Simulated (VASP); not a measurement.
**S: single point with PBE**

S:

```
CELL_PARAMETERS angstrom
0.00000 2.83711 2.83711
2.83711 0.00000 2.83711
2.83711 2.83711 0.00000
ATOMIC_POSITIONS crystal
S 0.00000 0.00000 0.00000
S 0.25000 0.25000 0.25000
```

This isn't the form of S at room conditions, which is orthorhombic, of S8 rings.

| Item | Value |
| --- | --- |
| Program | VASP 6.6.1 |
| Task | single point |
| Functional | PBE |
| Potentials or basis | VASP PAW PBE potentials, release 64 (S) |
| Cutoff | 520 eV |
| k mesh | 16 × 16 × 16 |
| Occupations | fermi-dirac, width 0.0612256 eV |
| Spin | no spin polarisation |
| Dipole correction | no |
| Further INCAR settings | ALGO = Normal; EDIFF = 1e-06; NBANDS = 13 |

```json
{
 "Pressure": "2.9 GPa",
 "Band gap on the k mesh": "zero (bands 6 and 7 overlap by 1.31 eV)"
}
```

Levels at points of the mesh, in eV from the Fermi level:
| k point | band 3 | band 4 | band 5 | band 6 | band 7 | band 8 | band 9 | band 10 |
| --- | --- | --- | --- | --- | --- | --- | --- | --- |
| (0.00, 0.00, 0.00) | -4.07 | -4.07 | -4.07 | -1.03 | -1.03 | -1.03 | 5.64 | 7.73 |
| (0.50, 0.00, 0.00) | -4.88 | -4.88 | -4.40 | 0.20 | 0.20 | 2.24 | 7.54 | 8.27 |
| (0.50, 0.50, 0.00) | -5.80 | -5.80 | -2.09 | -2.09 | 2.51 | 2.51 | 6.85 | 6.85 |

Wall time 81 s on 1 thread of Intel(R) Xeon(R) 6975P-C (Granite Rapids), with other jobs on the host, peak memory 0.19 GiB.
